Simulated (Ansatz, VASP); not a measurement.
# One calculation of RbTlS, two programs

```
Rb Tl S
1.0
     5.61222    0.00000    0.00000
    -2.80611    4.86032    0.00000
     0.00000    0.00000    5.85528
Rb Tl S
1 1 1
Direct
  0.33333 0.66667 0.00000
  0.66667 0.33333 0.50000
  0.66667 0.33333 0.00000
```

Alike in both runs: functional PBE; k mesh 4 × 4 × 3; occupations gaussian, width 0.15 eV; no spin polarisation.

Ansatz relaxed the structure, and its values are those at the end. VASP's run is a single point on that final structure, the one shown.

```csv
,VASP,Ansatz
version,VASP 6.6.1,Ansatz 0.2.0
potentials or method,"VASP PAW PBE potentials, release 64 (Rb_sv, Tl_d, S), cutoff 500 eV","scalar-relativistic, plane waves, PAW"
valence electrons in the cell,28,28
```

```csv
,VASP,Ansatz,Ansatz less VASP
gap on the k mesh at the Fermi level (eV),0.85,0.85,+0.003
least direct gap on the mesh (eV),0.85,0.85,+0.003
pressure (GPa),0.2,0.2,0.00
```

With one functional, cell and mesh, what is left measures potentials, basis and numerics.

Neither program's run includes spin-orbit coupling.
